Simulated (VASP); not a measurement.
## Ni: single point with revPBE

Crystal: Ni.

```
Ni
1.0
     2.53848    0.00000    0.00000
    -1.26924    2.19839    0.00000
     0.00000    0.00000    8.30888
Ni
4
Direct
  0.00000 0.00000 0.00000
  0.00000 0.00000 0.50000
  0.33333 0.66667 0.25000
  0.66667 0.33333 0.75000
```

This isn't the form of Ni at room conditions, which is fcc.

```
Program                : VASP 6.6.1
Task                   : single point
Functional             : revPBE
Potentials or basis    : VASP PAW PBE potentials, release 64 (Ni)
Cutoff                 : 520 eV
k mesh                 : 16 × 16 × 5
Occupations            : fermi-dirac, width 0.05 eV
Spin                   : collinear spin, ferromagnetic start
Starting moments       : [0.696, 0.696, 0.705, 0.705] μB
Dipole correction      : no
Further INCAR settings : ALGO = Normal; EDIFF = 1e-06; NBANDS = 32
```

- Pressure: -6.5 GPa
- Net moment: 2.55 μB per cell
- Site moments: Ni +0.65, +0.66 (each value once) μB
- Valence electrons inside the program's atomic spheres: Ni 9.20

Stress tensor (GPa, compression positive):
```
-6.56  0.00  0.00
 0.00 -6.56  0.00
 0.00  0.00 -6.29
```

Levels at points of the mesh, in eV from the Fermi level:
Spin up:
```csv
k point,band 18,band 19,band 20,band 21,band 22,band 23,band 24,band 25
"(0.00, 0.00, 0.00)",-1.18,-1.18,-0.98,-0.98,-0.68,-0.68,-0.21,5.19
"(0.50, 0.00, 0.00)",-0.57,-0.57,-0.55,0.26,1.32,2.11,2.66,6.04
```
Spin down:
```tsv
k point	band 14	band 15	band 16	band 17	band 18	band 19	band 20	band 21	band 22	band 23
(0.00, 0.00, 0.00)	-1.30	-1.30	-0.80	-0.80	-0.50	-0.50	-0.30	-0.26	-0.26	0.08
(0.50, 0.00, 0.00)	0.06	0.14	0.16	0.20	0.27	0.29	0.32	0.33	1.29	2.46
```

Run time: 8.4 min on 1 thread of Intel Xeon 8259CL, with other jobs on the host, peak memory 0.3 GiB.

Caveat: the cell stands under tension; the PAW data sets were made with another functional, which shifts forces and pressure a little.
